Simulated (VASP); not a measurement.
# BaTiO3 (R3m) in VASP: notebook, part 2 of 2

VASP 6.6.1. Earlier steps stand in the parts before.

## Step 4: Single point, r2SCAN+U

This run uses another cell than the first one, of 14.14 Å³/atom.

The input, POSCAR:

```
BaTiO3
1.0
    2.9219632063      1.6869962437      2.3905427628
   -2.9219632063      1.6869962437      2.3905427628
    0.0000000000     -3.3739924874      2.3905427628
Ba Ti O
1 1 3
Direct
    0.0053925944      0.0053925944      0.0053925944
    0.5195354118      0.5195354118      0.5195354118
    0.4875238863      0.9711252211      0.4875238863
    0.4875238863      0.4875238863      0.9711252211
    0.9711252211      0.4875238863      0.4875238863
```

The input, INCAR.step1:

```
PREC = Accurate ; ENCUT = 520
ISMEAR = 0 ; SIGMA = 0.02
LREAL = False ; LASPH = True
NELM = 150 ; LMAXMIX = 4
LDAU = True ; LDAUTYPE = 2
LDAUL = -1 2 -1 ; LDAUU = 0 4 0
LDAUJ = 0 0 0 ; NBANDS = 28
GGA = PE ; ALGO = Normal
EDIFF = 1E-4 ; LWAVE = True
LCHARG = False
```

The input, INCAR.step2:

```
PREC = Accurate ; ENCUT = 520
EDIFF = 1E-6 ; ISMEAR = 0
SIGMA = 0.02 ; LREAL = False
LASPH = True ; NELM = 150
ALGO = Normal ; ISIF = 2
LWAVE = False ; LCHARG = True
LMAXMIX = 4 ; LDAU = True
LDAUTYPE = 2 ; LDAUL = -1 2 -1
LDAUU = 0 4 0 ; LDAUJ = 0 0 0
LDAUPRINT = 1 ; METAGGA = R2SCAN
LMIXTAU = True ; LELF = True
LVHAR = True ; NBANDS = 28
ISTART = 1
```

The input, KPOINTS:

```
Automatic mesh
0
Gamma
  6 6 6
```

Started as:

```
> cat potpaw_PBE.64/Ba_sv/POTCAR potpaw_PBE.64/Ti_sv/POTCAR potpaw_PBE.64/O/POTCAR > POTCAR
> cp INCAR.step1 INCAR
> mpirun -np 1 vasp_std > vasp.out
> cp INCAR.step2 INCAR
> mpirun -np 1 vasp_std > vasp.out
```

Run time: 2.6 min. Hardware: 1 thread of Intel Xeon Platinum 8259CL at 2.50GHz (Skylake/Cascade Lake), shared host; peak memory 0.23 GiB.

The run converged. Its results:

| Item | Value |
| --- | --- |
| Free energy | -71.4622 eV |
| Pressure | -4.7 GPa |
| Largest force | 0.893 eV/Å |
| Band gap on the k mesh | 3.43 eV (least direct gap 4.00 eV) |

Forces on the atoms (eV/Å):
```
Ba   0.000  0.000 -0.038
Ti   0.000  0.000 -0.893
O   -0.400  0.231  0.310
O    0.000 -0.462  0.310
O    0.400  0.231  0.310
```

Stress tensor (GPa, compression positive):
```
-5.00  0.00  0.00
 0.00 -5.00  0.00
 0.00  0.00 -4.18
```

Levels at points of the mesh, in eV from the valence-band top:
```csv
k point,band 16,band 17,band 18,band 19,band 20,band 21,band 22,band 23,band 24,band 25
"(0.00, 0.00, 0.00)",-1.31,-0.96,-0.69,-0.66,-0.66,3.45,3.45,3.54,4.66,4.66
"(0.50, 0.00, 0.00)",-1.92,-1.52,-1.40,-1.07,-0.99,3.57,4.40,4.51,4.68,5.91
"(0.50, 0.50, 0.00)",-2.37,-1.77,-0.95,-0.88,-0.09,4.47,4.54,4.83,4.98,7.49
"(0.50, 0.50, 0.50)",-2.35,-2.26,-0.05,-0.05,0.00,4.79,5.06,5.06,6.69,6.69
```

Eigenvalues of the final occupation matrices:
| site | spin | trace | eigenvalues |
| --- | --- | --- | --- |
| site 2 d | 1 | 0.80 | 0.10 0.11 0.11 0.24 0.24 |
| site 2 d | 2 | 0.80 | 0.10 0.11 0.11 0.24 0.24 |

Caveat: the cell stands under tension; the PAW data sets were made with another functional, which shifts forces and pressure a little; spin-orbit coupling is left out, which moves the levels of the heavy elements. A k mesh can miss the band edges.

## Step 5: Single point, r2SCAN+U (equal strain along all axes, cell held: +4.5 %, then relaxed in part)

The input, POSCAR:

```
BaTiO3
1.0
    2.9645160685      1.7115641502      2.4253564924
   -2.9645160685      1.7115641502      2.4253564924
    0.0000000000     -3.4231283004      2.4253564924
Ba Ti O
1 1 3
Direct
    0.0092878624      0.0092878624      0.0092878624
    0.5241668338      0.5241668338      0.5241668338
    0.4863200183      0.9650062671      0.4863200183
    0.4863200183      0.4863200183      0.9650062671
    0.9650062671      0.4863200183      0.4863200183
```

INCAR.step1 is that of step 4.

Changes to INCAR.step2 since step 4:

```diff
@@ -1,3 +1,3 @@
 PREC = Accurate ; ENCUT = 520
-EDIFF = 1E-6 ; ISMEAR = 0
+EDIFF = 1E-7 ; ISMEAR = 0
 SIGMA = 0.02 ; LREAL = False
```

The input, KPOINTS:

```
regular mesh
0
Gamma
  6 6 6
```

Potentials or basis: VASP PAW PBE potentials, release 64 (Ba_sv, Ti_sv, O).

Started as:

```
> cat potpaw_PBE.64/Ba_sv/POTCAR potpaw_PBE.64/Ti_sv/POTCAR potpaw_PBE.64/O/POTCAR > POTCAR
> cp INCAR.step1 INCAR
> mpirun -np 1 vasp_std > vasp.out
> cp INCAR.step2 INCAR
> mpirun -np 1 vasp_std > vasp.out
```

OUTCAR:

```text
PREC = Accurate
   ENCUT = 520
   EDIFF = 1E-7
   ISMEAR = 0
   LREAL = False
   LASPH = True
   NELM = 150
   ISIF = 2
   METAGGA = R2SCAN
   ISTART = 1

 ion  position               nearest neighbor table
   1  0.009  0.009  0.009-   3 2.84   5 2.84   4 2.84   4 2.97   4 2.97   3 2.97   5 2.97   3 2.97
                             5 2.97   5 3.11   3 3.11   4 3.11   2 3.53   2 3.60   2 3.60   2 3.60
   2  0.524  0.524  0.524-   3 1.86   5 1.86   4 1.86   3 2.36   5 2.36   4 2.36   1 3.53   1 3.60
                             1 3.60   1 3.60   1 3.67   1 3.67   1 3.67   1 3.75
   3  0.486  0.965  0.486-   2 1.86   2 2.36   1 2.84   1 2.97   1 2.97   1 3.11
   4  0.486  0.486  0.965-   2 1.86   2 2.36   1 2.84   1 2.97   1 2.97   1 3.11
   5  0.965  0.486  0.486-   2 1.86   2 2.36   1 2.84   1 2.97   1 2.97   1 3.11

  LATTYP: Found a trigonal (rhomboedric) cell.
 ALAT       =     4.1952546378
 COS(alpha) =     0.0013323989

  Lattice vectors:

 A1 = (   2.9645160685,   1.7115641502,   2.4253564924)
 A2 = (  -2.9645160685,   1.7115641502,   2.4253564924)
 A3 = (   0.0000000000,  -3.4231283004,   2.4253564924)

Analysis of symmetry for initial positions (statically):
=====================================================================
 Subroutine PRICEL returns:
 Original cell was already a primitive cell.

 Routine SETGRP: Setting up the symmetry group for a
 trigonal (rhombohedral) supercell.

 Subroutine GETGRP returns: Found  6 space group operations
 (whereof  6 operations were pure point group operations)
 out of a pool of 12 trial point group operations.

The static configuration has the point symmetry C_3v.
[... 187 lines left out ...]
  o =  0.1102  v =  0.0000  0.6946 -0.0000  0.0000 -0.7194  0.0000  0.0000  0.0000  0.0000  0.0000      0.0000  0.0000  0.0000  0.0000  0.0000  0.0000  0.0000  0.0000  0.0000  0.0000
  o =  0.1102  v =  0.0000  0.0000  0.0000  0.0000  0.0000  0.0000  0.6946 -0.0000  0.0000 -0.7194      0.0000  0.0000  0.0000  0.0000  0.0000  0.0000  0.0000  0.0000  0.0000  0.0000
  o =  0.2408  v =  0.6946  0.0000 -0.0000  0.7194  0.0000  0.0000  0.0000  0.0000  0.0000  0.0000      0.0000  0.0000  0.0000  0.0000  0.0000  0.0000  0.0000  0.0000  0.0000  0.0000
  o =  0.2408  v =  0.0000  0.0000  0.0000  0.0000  0.0000  0.6946  0.0000 -0.0000  0.7194  0.0000      0.0000  0.0000  0.0000  0.0000  0.0000  0.0000  0.0000  0.0000  0.0000  0.0000
  o =  0.2408  v =  0.0000  0.7194  0.0000  0.0000  0.6946  0.0000  0.0000  0.0000  0.0000  0.0000      0.0000  0.0000  0.0000  0.0000  0.0000  0.0000  0.0000  0.0000  0.0000  0.0000
  o =  0.2408  v =  0.0000  0.0000  0.0000  0.0000  0.0000  0.0000  0.7194  0.0000  0.0000  0.6946      0.0000  0.0000  0.0000  0.0000  0.0000  0.0000  0.0000  0.0000  0.0000  0.0000

 number of electron      40.0000007 magnetization

 Free energy of the ion-electron system (eV)
  ---------------------------------------------------
  ext. energy  EPLUGINS =         0.00000000
  ---------------------------------------------------
  free energy    TOTEN  =       -71.27087725 eV

  energy without entropy =      -71.27087725  energy(sigma->0) =      -71.27087725

 E-fermi :   2.7736     XC(G=0): -11.0869

 val. band max:        2.5136428636   @ k =   0.5000   0.5000   0.5000
 cond. band min:       6.0718503437   @ k =  -0.1667   0.1667   0.0000
 fundamental gap:      3.5582074801
 Fermi energy:         2.7736145495

 k-point     1 :       0.0000    0.0000    0.0000
  band No.  band energies     occupation
      1     -57.0902      2.00000
      2     -32.2655      2.00000
      3     -32.2174      2.00000
      4     -32.2174      2.00000
      5     -23.3523      2.00000
      6     -14.9595      2.00000
[... 733 lines left out ...]
     27      10.5511      0.00000
     28      10.9950      0.00000

 [... further k-points ...]

------------------------ aborting loop because EDIFF is reached ----------------------------------------

  FORCE on cell =-STRESS in cart. coord.  units (eV):
  Direction    XX          YY          ZZ          XY          YZ          ZX
  --------------------------------------------------------------------------------------
  -------------------------------------------------------------------------------------
  Total       -3.5502224     -3.5502224     -2.8993309      0.0000000      0.0000000      0.0000000
  in kB      -77.0357500    -77.0357500    -62.9121523      0.0000000      0.0000000      0.0000000
  external PRESSURE =     -72.3278841 kB  Pullay stress =       0.0000000 kB

 VOLUME and BASIS-vectors are now :
 -----------------------------------------------------------------------------
  energy-cutoff  :      520.00
  volume of cell :       73.84
      direct lattice vectors                 reciprocal lattice vectors
     2.964516069  1.711564150  2.425356492     0.168661592  0.097376816  0.137436840
    -2.964516069  1.711564150  2.425356492    -0.168661592  0.097376816  0.137436840
     0.000000000 -3.423128300  2.425356492     0.000000000 -0.194753631  0.137436840

 POSITION                                       TOTAL-FORCE (eV/Angst)
 -----------------------------------------------------------------------------------
      0.00000      0.00000      0.06758        -0.000000     -0.000000     -0.051518
      0.00000      0.00000      3.81387        -0.000000     -0.000000     -0.950848
     -1.41907      0.81930      4.69948        -0.442746      0.255620      0.334122
      0.00000     -1.63860      4.69948        -0.000000     -0.511239      0.334122
      1.41907      0.81930      4.69948         0.442746      0.255620      0.334122
 -----------------------------------------------------------------------------------
    total drift:                               -0.000000     -0.000000     -0.002809

  FREE ENERGIE OF THE ION-ELECTRON SYSTEM (eV)
  ---------------------------------------------------
  free  energy   TOTEN  =       -71.2708772538 eV

  energy  without entropy=      -71.2708772538  energy(sigma->0) =      -71.27087725
```

OUTCAR.step1:

```text
PREC = Accurate
   ENCUT = 520
   ISMEAR = 0
   LREAL = False
   LASPH = True
[... 982 lines left out ...]
      0.00000      0.00000      3.81387         0.000000      0.000000     -0.894231
     -1.41907      0.81930      4.69948        -0.483588      0.279200      0.308920
      0.00000     -1.63860      4.69948         0.000000     -0.558399      0.308920
      1.41907      0.81930      4.69948         0.483588      0.279200      0.308920
 -----------------------------------------------------------------------------------
    total drift:                               -0.000000     -0.000000     -0.003072

  FREE ENERGIE OF THE ION-ELECTRON SYSTEM (eV)
  ---------------------------------------------------
  free  energy   TOTEN  =       -37.0966179061 eV

  energy  without entropy=      -37.0966179061  energy(sigma->0) =      -37.09661791
```

It took 3.1 min on 1 thread of Intel Xeon Platinum 8259CL at 2.50GHz (Skylake/Cascade Lake), shared host; peak memory 0.23 GiB.

Results:

```yaml
Free_energy: -71.2709 eV
Pressure: -7.2 GPa
Largest_force: 0.951 eV/Å
Band_gap_on_the_k_mesh: 3.56 eV (least direct gap 4.14 eV)
```

Forces on the atoms (eV/Å):
```
Ba   0.000  0.000 -0.052
Ti   0.000  0.000 -0.951
O   -0.443  0.256  0.334
O    0.000 -0.511  0.334
O    0.443  0.256  0.334
```

Eigenvalues of the final occupation matrices:
```
    site  spin  trace               eigenvalues
site 2 d     1   0.81  0.11 0.11 0.11 0.24 0.24
site 2 d     2   0.81  0.11 0.11 0.11 0.24 0.24
```

Caveat: the cell differs from its parent crystal (equal strain along all axes, cell held: +4.5 %, then relaxed in part); the cell stands under tension; the PAW data sets were made with another functional, which shifts forces and pressure a little; spin-orbit coupling is left out, which moves the levels of the heavy elements.

## Step 6: The runs side by side

| cell | gap on the mesh (eV) | pressure (GPa) | largest force (eV/Å) |
| --- | --- | --- | --- |
| a = 4.075 Å, angles 89.9°, 5 atoms, atomic positions A | 3.19 | -1.1 | 0.79 |
| a = 4.135 Å, angles 89.9°, 5 atoms, atomic positions B | 3.43 | -4.7 | 0.89 |
| a = 4.195 Å, angles 89.9°, 5 atoms, atomic positions C | 3.56 | -7.2 | 0.95 |

Alike in all rows: task single point; level r2SCAN+U; potentials or basis VASP PAW PBE potentials, release 64 (Ba_sv, Ti_sv, O); no spin polarisation; Ti d U = 4.0 eV; k mesh 6 × 6 × 6; cutoff (eV) 520; smearing gaussian 0.02 eV.

Caveats: the PAW data sets were made with another functional, which shifts forces and pressure a little; spin-orbit coupling is left out, which moves the levels of the heavy elements; the cell stands under tension (at least some runs).

Total energies depend on the potentials used, so only differences within one code and one set of settings carry meaning.
